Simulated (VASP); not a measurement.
# Ru in VASP: further runs

Runs on Ru. Level: RPBE. Tasks: single point.

Program: VASP 6.6.1. These are calculated values, not measurements. Logs are shortened: lines on timing, memory, paths and dates and some standing lists are left out, and cuts for length are marked.

## 1. The cell of the first run

The cell holds a slab with vacuum, 12 atoms: a = 5.467 Å, b = 5.467 Å, c = 21.317 Å, α = 90.00°, β = 90.00°, γ = 120.00°.

## 2. Single point, RPBE

INCAR reads:

```
ALGO     = Normal         # electronic algorithm
DIPOL    = 0.5 0.5 0.496
EDIFF    = 1E-7           # SCF threshold, eV
ENCUT    = 520            # plane-wave cutoff, eV
GGA      = RP             # functional
IDIPOL   = 3            
ISIF     = 2              # what is computed and relaxed
ISMEAR   = 0              # smearing method
LASPH    = True           # aspherical terms in the spheres
LCHARG   = True           # write CHGCAR
LDIPOL   = True         
LELF     = True           # ELF
LREAL    = False          # projectors in reciprocal space
LVACPOTAV= True         
LVHAR    = True         
LWAVE    = False          # write WAVECAR
NBANDS   = 96             # bands
NELM     = 100            # most SCF steps
PREC     = Accurate       # precision mode
SIGMA    = 0.1            # smearing width, eV
```

KPOINTS reads:

```
k-points
0
Gamma
  6 6 1
```

POSCAR reads:

```
Ru
1.0
    5.4665859230      0.0000000000      0.0000000000
   -2.7332929615      4.7342022813      0.0000000000
    0.0000000000      0.0000000000     21.3165232768
Ru
12
Direct
    0.1666666667      0.3333333333      0.3987517049
    0.1666666667      0.8333333333      0.3987517049
    0.6666666667      0.3333333333      0.3987517049
    0.6666666667      0.8333333333      0.3987517049
    0.3333333333      0.1666666667      0.4964038297
    0.3333333333      0.6666666667      0.4964038297
    0.8333333333      0.1666666667      0.4964038297
    0.8333333333      0.6666666667      0.4964038297
    0.1666666667      0.3333333333      0.5940527645
    0.1666666667      0.8333333333      0.5940527645
    0.6666666667      0.3333333333      0.5940527645
    0.6666666667      0.8333333333      0.5940527645
```

Potentials or basis: VASP PAW PBE potentials, release 64 (Ru_pv).

Launch:

```
cat potpaw_PBE.64/Ru_pv/POTCAR > POTCAR
mpirun -np 1 vasp_std > vasp.out
```

OUTCAR:

```text
EDIFF = 1E-7
   ENCUT = 520
   GGA = RP
   ISIF = 2
   ISMEAR = 0
   LASPH = True
   LREAL = False
   NELM = 100
   PREC = Accurate

 ion  position               nearest neighbor table
   1  0.167  0.333  0.399-   5 2.61   7 2.61   6 2.61   3 2.73   3 2.73   2 2.73   2 2.73   4 2.73
                             4 2.73
   2  0.167  0.833  0.399-   6 2.61   8 2.61   5 2.61   4 2.73   4 2.73   3 2.73   1 2.73   1 2.73
                             3 2.73
   3  0.667  0.333  0.399-   7 2.61   5 2.61   8 2.61   1 2.73   1 2.73   2 2.73   4 2.73   4 2.73
                             2 2.73
   4  0.667  0.833  0.399-   8 2.61   6 2.61   7 2.61   2 2.73   2 2.73   1 2.73   3 2.73   3 2.73
                             1 2.73
   5  0.333  0.167  0.496-   9 2.61  11 2.61  10 2.61   1 2.61   3 2.61   2 2.61   7 2.73   7 2.73
                             6 2.73   6 2.73   8 2.73   8 2.73
   6  0.333  0.667  0.496-  10 2.61  12 2.61   9 2.61   2 2.61   4 2.61   1 2.61   8 2.73   8 2.73
                             7 2.73   5 2.73   5 2.73   7 2.73
   7  0.833  0.167  0.496-  11 2.61   9 2.61  12 2.61   3 2.61   1 2.61   4 2.61   5 2.73   5 2.73
                             6 2.73   8 2.73   8 2.73   6 2.73
   8  0.833  0.667  0.496-  12 2.61  10 2.61  11 2.61   4 2.61   2 2.61   3 2.61   6 2.73   6 2.73
                             5 2.73   7 2.73   7 2.73   5 2.73
   9  0.167  0.333  0.594-   5 2.61   7 2.61   6 2.61  11 2.73  11 2.73  12 2.73  10 2.73  10 2.73
[... 14 lines left out ...]
 A1 = (   5.4665859230,   0.0000000000,   0.0000000000)
 A2 = (  -2.7332929615,   4.7342022813,   0.0000000000)
 A3 = (   0.0000000000,   0.0000000000,  21.3165232768)

Analysis of symmetry for initial positions (statically):
=====================================================================
 Subroutine PRICEL returns following result:

  LATTYP: Found a hexagonal cell.
 ALAT       =     2.7332929615
 C/A-ratio  =     7.7988432184

  Lattice vectors:

 A1 = (   2.7332929615,   0.0000000000,   0.0000000000)
 A2 = (  -1.3666464808,   2.3671011406,   0.0000000000)
 A3 = (   0.0000000000,   0.0000000000,  21.3165232768)

   4 primitive cells build up your supercell.

 Routine SETGRP: Setting up the symmetry group for a
 hexagonal supercell.

 Subroutine GETGRP returns: Found 12 space group operations
 (whereof  6 operations were pure point group operations)
 out of a pool of 24 trial point group operations.

The static configuration has the point symmetry C_3v.
 The point group associated with its full space group is D_3h.

Analysis of symmetry for dynamics (positions and initial velocities):
=====================================================================
 Subroutine PRICEL returns following result:

  LATTYP: Found a hexagonal cell.
 ALAT       =     2.7332929615
 C/A-ratio  =     7.7988432184

  Lattice vectors:

[... 121 lines left out ...]
  Thomas-Fermi vector in A             =   2.237843
   LORBIT       =      0    0 simple, 1 ext, 2 COOP (PROOUT), +10 PAW based schemes
   GGA     = RP    functional components
   LHFCALC =     F    Hartree Fock is set to
   AEXX    =    0.0000 exact exchange contribution
   IVDW    =     0    specifies the selected vdW correction
   LEPSILON=     F    determine dielectric tensor
   LRPA    =     F    only Hartree local field effects (RPA)
 non-spin polarized calculation
 Gauss-broadening in eV      SIGMA  =   0.10
  energy-cutoff  :      520.00
  volume of cell :      551.67
 maximum number of plane-waves:     14874
 NGX is ok and might be reduce to    42

 dipolmoment           0.000000      0.000000      0.000547 electrons x Angstroem

 number of electron     167.9999986 magnetization

 dipolmoment           0.000000      0.000000     -0.001206 electrons x Angstroem

 Free energy of the ion-electron system (eV)
  ---------------------------------------------------
  ext. energy  EPLUGINS =         0.00000000
  ---------------------------------------------------
  free energy    TOTEN  =       -95.67069104 eV

  energy without entropy =      -95.62269951  energy(sigma->0) =      -95.64669528

 E-fermi :   0.5766     XC(G=0):  -5.1276

 val. band max:        0.4924828476   @ k =   0.3333   0.0000   0.0000
 cond. band min:       0.5939239390   @ k =   0.1667  -0.0000   0.0000
 fundamental gap:      0.1014410915
 Fermi energy:         0.5765522961

 k-point     1 :       0.0000    0.0000    0.0000
  band No.  band energies     occupation
      1     -43.2797      2.00000
      2     -43.2797      2.00000
      3     -43.2797      2.00000
      4     -43.1789      2.00000
      5     -43.0268      2.00000
      6     -43.0268      2.00000
[... 682 lines left out ...]
     95       1.0655      0.00000
     96       1.3694      0.00000

------------------------ aborting loop because EDIFF is reached ----------------------------------------

  FORCE on cell =-STRESS in cart. coord.  units (eV):
  Direction    XX          YY          ZZ          XY          YZ          ZX
  --------------------------------------------------------------------------------------
  -------------------------------------------------------------------------------------
  Total      -10.1768627    -10.1768627      0.0282419      0.0000000      0.0000000      0.0000000
  in kB      -29.5559644    -29.5559644      0.0820211      0.0000000      0.0000000      0.0000000
  external PRESSURE =     -19.6766359 kB  Pullay stress =       0.0000000 kB

 VOLUME and BASIS-vectors are now :
 -----------------------------------------------------------------------------
  energy-cutoff  :      520.00
  volume of cell :      551.67
      direct lattice vectors                 reciprocal lattice vectors
     5.466585923  0.000000000  0.000000000     0.182929531  0.105614414  0.000000000
    -2.733292962  4.734202281  0.000000000     0.000000000  0.211228828  0.000000000
     0.000000000  0.000000000 21.316523277     0.000000000  0.000000000  0.046911965

 POSITION                                       TOTAL-FORCE (eV/Angst)
 -----------------------------------------------------------------------------------
      0.00000      1.57807      8.50000        -0.000000     -0.000000     -0.010216
     -1.36665      3.94517      8.50000        -0.000000     -0.000000     -0.010216
      2.73329      1.57807      8.50000        -0.000000     -0.000000     -0.010216
      1.36665      3.94517      8.50000         0.000000     -0.000000     -0.010216
      1.36665      0.78903     10.58160         0.000000     -0.000000     -0.000000
     -0.00000      3.15613     10.58160         0.000000     -0.000000      0.000000
      4.09994      0.78903     10.58160         0.000000      0.000000     -0.000000
      2.73329      3.15613     10.58160         0.000000     -0.000000      0.000000
      0.00000      1.57807     12.66314        -0.000000      0.000000      0.010216
     -1.36665      3.94517     12.66314        -0.000000      0.000000      0.010216
      2.73329      1.57807     12.66314        -0.000000      0.000000      0.010216
      1.36665      3.94517     12.66314        -0.000000      0.000000      0.010216
 -----------------------------------------------------------------------------------
    total drift:                               -0.000001      0.000001     -0.340139

  FREE ENERGIE OF THE ION-ELECTRON SYSTEM (eV)
  ---------------------------------------------------
  free  energy   TOTEN  =       -95.6706910449 eV

  energy  without entropy=      -95.6226995067  energy(sigma->0) =      -95.64669528

 vacuum level on the upper side and lower side of the slab         5.332         5.340
```

Run time: 24 min. Hardware: 1 thread of Intel Xeon 6975P-C, shared host; peak memory 0.71 GiB.

Results:

- Free energy: -95.6707 eV
- Largest force: 0.010 eV/Å
- Band gap on the k mesh: zero (band 84 reaches 1.06 eV, above the bottom of band 85 at 0.16 eV)

Forces on the atoms (eV/Å):
```
Ru   0.000  0.000 -0.010
Ru   0.000  0.000 -0.010
Ru   0.000  0.000 -0.010
Ru   0.000  0.000 -0.010
Ru   0.000  0.000  0.000
Ru   0.000  0.000  0.000
Ru   0.000  0.000  0.000
Ru   0.000  0.000  0.000
Ru   0.000  0.000  0.010
Ru   0.000  0.000  0.010
Ru   0.000  0.000  0.010
Ru   0.000  0.000  0.010
```

Levels at points of the mesh, in eV from the Fermi level:
| k point | band 82 | band 83 | band 84 | band 85 | band 86 | band 87 |
| --- | --- | --- | --- | --- | --- | --- |
| (0.00, 0.00, 0.00) | 0.39 | 0.39 | 0.48 | 0.48 | 1.00 | 1.00 |
| (0.50, 0.00, 0.00) | -0.73 | -0.45 | -0.45 | -0.34 | -0.34 | -0.09 |

Caveat: the PAW data sets were made with another functional, which shifts forces and pressure a little.

## 3. Single point, RPBE

This run uses another cell than the first one: it holds 3 atoms, not 12.

INCAR reads:

```
ALGO = Normal
DIPOL = 0.5 0.5 0.496
EDIFF = 1E-6
ENCUT = 400
GGA = RP
GGA_COMPAT = False
IDIPOL = 3
ISIF = 2
ISMEAR = 0
LASPH = True
LCHARG = False
LDIPOL = True
LREAL = False
LWAVE = False
NBANDS = 28
NELM = 120
NELMDL = -8
PREC = Accurate
SIGMA = 0.1
```

KPOINTS reads:

```
k-points
0
Gamma
  12 12 1
```

POSCAR reads:

```
Ru
1.0
    2.7332929619      0.0000000000      0.0000000000
   -1.3666464810      2.3671011410      0.0000000000
    0.0000000000      0.0000000000     21.3165232769
Ru
3
Direct
    0.3333333333      0.6666666667      0.3987517049
    0.6666666667      0.3333333333      0.4964036201
    0.3333333333      0.6666666667      0.5940523937
```

Potentials or basis: VASP PAW PBE potentials, release 64 (Ru_pv).

Launch:

```
cat potpaw_PBE.64/Ru_pv/POTCAR > POTCAR
mpirun -np 1 vasp_std > vasp.out
```

OUTCAR:

```text
EDIFF = 1E-6
   ENCUT = 400
   GGA = RP
   ISIF = 2
   ISMEAR = 0
   LASPH = True
   LREAL = False
   NELM = 120
   NELMDL = -8
   PREC = Accurate

 ion  position               nearest neighbor table
   1  0.333  0.667  0.399-   2 2.61   2 2.61   2 2.61
   2  0.667  0.333  0.496-   3 2.61   3 2.61   3 2.61   1 2.61   1 2.61   1 2.61
   3  0.333  0.667  0.594-   2 2.61   2 2.61   2 2.61

  LATTYP: Found a hexagonal cell.
 ALAT       =     2.7332929619
 C/A-ratio  =     7.7988432173

  Lattice vectors:

 A1 = (   2.7332929619,   0.0000000000,   0.0000000000)
 A2 = (  -1.3666464810,   2.3671011410,   0.0000000000)
 A3 = (   0.0000000000,   0.0000000000,  21.3165232769)

Analysis of symmetry for initial positions (statically):
=====================================================================
 Subroutine PRICEL returns:
 Original cell was already a primitive cell.

 Routine SETGRP: Setting up the symmetry group for a
 hexagonal supercell.

 Subroutine GETGRP returns: Found 12 space group operations
 (whereof  6 operations were pure point group operations)
[... 168 lines left out ...]

 val. band max:        0.4924526559   @ k =   0.1667   0.0000   0.0000
 cond. band min:       0.5940126809   @ k =   0.0833   0.0000   0.0000
 fundamental gap:      0.1015600250
 Fermi energy:         0.5766043246

 k-point     1 :       0.0000    0.0000    0.0000
  band No.  band energies     occupation
      1     -43.1783      2.00000
      2     -42.5482      2.00000
      3     -42.5482      2.00000
      4     -42.3582      2.00000
      5     -42.1076      2.00000
      6     -41.9135      2.00000
[... 578 lines left out ...]
     27       8.0614      0.00000
     28       8.9191      0.00000

------------------------ aborting loop because EDIFF is reached ----------------------------------------

 vacuum level on the upper side and lower side of the slab       (xc-potential included)        -0.158        -0.154

  FORCE on cell =-STRESS in cart. coord.  units (eV):
  Direction    XX          YY          ZZ          XY          YZ          ZX
  --------------------------------------------------------------------------------------
  -------------------------------------------------------------------------------------
  Total       -2.7940558     -2.7940558     -0.2473009      0.0000000      0.0000000      0.0000000
  in kB      -32.4583392    -32.4583392     -2.8728764      0.0000000      0.0000000      0.0000000
  external PRESSURE =     -22.5965182 kB  Pullay stress =       0.0000000 kB

 VOLUME and BASIS-vectors are now :
 -----------------------------------------------------------------------------
  energy-cutoff  :      400.00
  volume of cell :      137.92
      direct lattice vectors                 reciprocal lattice vectors
     2.733292962  0.000000000  0.000000000     0.365859062  0.211228828  0.000000000
    -1.366646481  2.367101141  0.000000000     0.000000000  0.422457656  0.000000000
     0.000000000  0.000000000 21.316523277     0.000000000  0.000000000  0.046911965

 POSITION                                       TOTAL-FORCE (eV/Angst)
 -----------------------------------------------------------------------------------
     -0.00000      1.57807      8.50000        -0.000000      0.000000     -0.010513
      1.36665      0.78903     10.58160         0.000000      0.000000     -0.000000
     -0.00000      1.57807     12.66313        -0.000000      0.000000      0.010513
 -----------------------------------------------------------------------------------
    total drift:                                0.000000     -0.000000     -0.083923

  FREE ENERGIE OF THE ION-ELECTRON SYSTEM (eV)
  ---------------------------------------------------
  free  energy   TOTEN  =       -23.9136639850 eV

  energy  without entropy=      -23.9016691237  energy(sigma->0) =      -23.90766655

 vacuum level on the upper side and lower side of the slab         5.220         5.226
```

OSZICAR:

```text
N       E                     dE             d eps       ncg     rms          rms(c)
DAV:   1     0.309682578708E+03    0.30968E+03   -0.24015E+04  1488   0.112E+03
DAV:   2    -0.176246442164E+02   -0.32731E+03   -0.31744E+03  1204   0.357E+02
DAV:   3    -0.255953707293E+02   -0.79707E+01   -0.76242E+01  1152   0.563E+01
[... 18 lines left out ...]
DAV:  22    -0.239136579849E+02   -0.62773E-05   -0.60317E-07   736   0.269E-03    0.486E-04
DAV:  23    -0.239136599422E+02   -0.19573E-05   -0.14577E-07   720   0.132E-03    0.236E-04
DAV:  24    -0.239136620217E+02   -0.20794E-05   -0.76602E-08   656   0.862E-04    0.171E-04
DAV:  25    -0.239136637197E+02   -0.16981E-05   -0.10589E-07   716   0.790E-04    0.946E-05
DAV:  26    -0.239136639850E+02   -0.26523E-06   -0.19970E-08   684   0.394E-04
   1 F= -.23913664E+02 E0= -.23907667E+02  d E =-.119949E-01
```

Wall time 2.4 min (1 thread of Intel Xeon 8259CL, shared host); peak memory 0.21 GiB.

Results:

- Free energy: -23.9137 eV
- Largest force: 0.011 eV/Å
- Band gap on the k mesh: zero (band 21 reaches 1.62 eV, above the bottom of band 22 at -0.42 eV)

Forces in eV/Å, atoms in the order of the input:
```
Ru   0.000  0.000 -0.011
Ru   0.000  0.000  0.000
Ru   0.000  0.000  0.011
```

Caveat: the PAW data sets were made with another functional, which shifts forces and pressure a little.
